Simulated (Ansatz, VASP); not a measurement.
# One calculation of Si7O16, two programs

```
CELL_PARAMETERS angstrom
-4.15600 -4.15600 0.00000
4.15600 -4.15600 0.00000
0.00000 0.00000 5.32020
ATOMIC_POSITIONS crystal
Si 0.50000 0.50000 0.50000
Si 0.00000 0.50000 0.24980
Si 0.00000 0.50000 0.75020
Si 0.00000 0.00000 0.00000
Si 0.50000 0.00000 0.24784
Si 0.00000 0.00000 0.50000
Si 0.50000 0.00000 0.75216
O 0.18673 0.50000 0.00000
O 0.00000 0.19412 0.25133
O 0.81327 0.50000 0.00000
O 0.00000 0.80588 0.25133
O 0.19399 0.50000 0.50000
O 0.00000 0.19412 0.74867
O 0.80601 0.50000 0.50000
O 0.00000 0.80588 0.74867
O 0.69648 0.00000 0.00000
O 0.50000 0.70586 0.26576
O 0.30352 0.00000 0.00000
O 0.50000 0.29414 0.26576
O 0.69916 0.00000 0.50000
O 0.50000 0.70586 0.73424
O 0.30084 0.00000 0.50000
O 0.50000 0.29414 0.73424
```

Alike in both runs: functional PBE; dispersion D3(BJ); k mesh 2 × 2 × 3; occupations fermi-dirac, width 0.05 eV; no spin polarisation.

Ansatz relaxed the structure, and its values are those at the end. VASP's run is a single point on that final structure, the one shown.

|  | VASP | Ansatz |
| --- | --- | --- |
| version | VASP 6.6.1 | Ansatz 0.2.0 |
| potentials or method | VASP PAW PBE potentials, release 64 (Si, O), cutoff 520 eV | scalar-relativistic, plane waves, PAW |
| valence electrons in the cell | 124 | 124 |

```csv
,VASP,Ansatz,Ansatz less VASP
rms of the force components (eV/Å),0.014,0.001,-0.0124
```

The k mesh is coarse, so the values compare programs but aren't converged.
